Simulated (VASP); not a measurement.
A run of VASP 6.6.1 is set up as follows.

Contents of INCAR:

```
SYSTEM = SnO2
PREC = Accurate ; ENCUT = 520
EDIFF = 1E-6 ; ISMEAR = 0
SIGMA = 0.05 ; LREAL = Auto
LASPH = .True. ; NELM = 60
ALGO = Normal ; ISIF = 2
LWAVE = .False. ; LCHARG = .False.
GGA = PE ; NBANDS = 122
```

The input KPOINTS:

```
Automatic mesh
0
Gamma
  2 3 2
  0 0 0
```

File POSCAR:

```
SnO2
1.0
    9.6554546461      0.0000000000      0.0000000000
    0.0000000000      4.8277273231      0.0000000000
    0.0000000000      0.0000000000      6.4754890203
Sn O
8 16
Direct
   -0.0153773184      1.0097486195     -0.0022365878
    0.2598327155      0.4960963699      0.2551076830
    0.0072018359      0.9981949430      0.5122661763
    0.2401985287      0.5029470054      0.7507575080
    0.4967115662      1.0279648513      0.0028442640
    0.7538985234      0.5128738295      0.2494151399
    0.5002682087      0.9837241588      0.4944741609
    0.7449500064      0.4979809006      0.7446160413
    0.1484418966      0.3044842638     -0.0021000731
    0.3982940360      0.1910064381      0.2570371125
    0.0776955646      0.7938660872      0.2461824883
    0.3292632110      0.7424853891      0.0042208395
    0.1730332813      0.2683683053      0.5028688937
    0.4091702716      0.2277148079      0.7570181935
    0.1123792757      0.8398409290      0.7443779126
    0.3554563846      0.6809458737      0.4845433280
    0.6610116493      0.3114071900      0.0000710371
    0.9107237642      0.2270057786      0.2591940153
    0.5965796755      0.8013888816      0.2335099319
    0.8577723477      0.6751350650     -0.0082864784
    0.6412851830      0.3213501708      0.4902740148
    0.8875930046      0.1750896319      0.7449034328
    0.5915791860      0.8227156867      0.7442171525
    0.8592277945      0.6768654858      0.5103982093
```

Potentials or basis: VASP PAW PBE potentials, release 64 (Sn_d, O).

Command:

```bash
$ cat potpaw_PBE.64/Sn_d/POTCAR potpaw_PBE.64/O/POTCAR > POTCAR
$ mpirun -np 1 vasp_std > vasp.out
```

Estimate the largest force.

3.536 eV/Å.

Estimate the band gap on the k mesh.

0.64 eV.

Predict the pressure.

1.4 GPa.

Stress tensor (GPa, compression positive):
```
 0.77 -0.23  0.87
-0.23  1.42 -0.75
 0.87 -0.75  2.09
```

Caveat: the k points lie up to 0.49 Å⁻¹ apart; the atoms stand as in a frame of molecular dynamics; spin-orbit coupling is left out, which moves the levels of the heavy elements; forces of over 1 eV/Å act on the atoms, so gaps and moduli don't describe the material at rest.
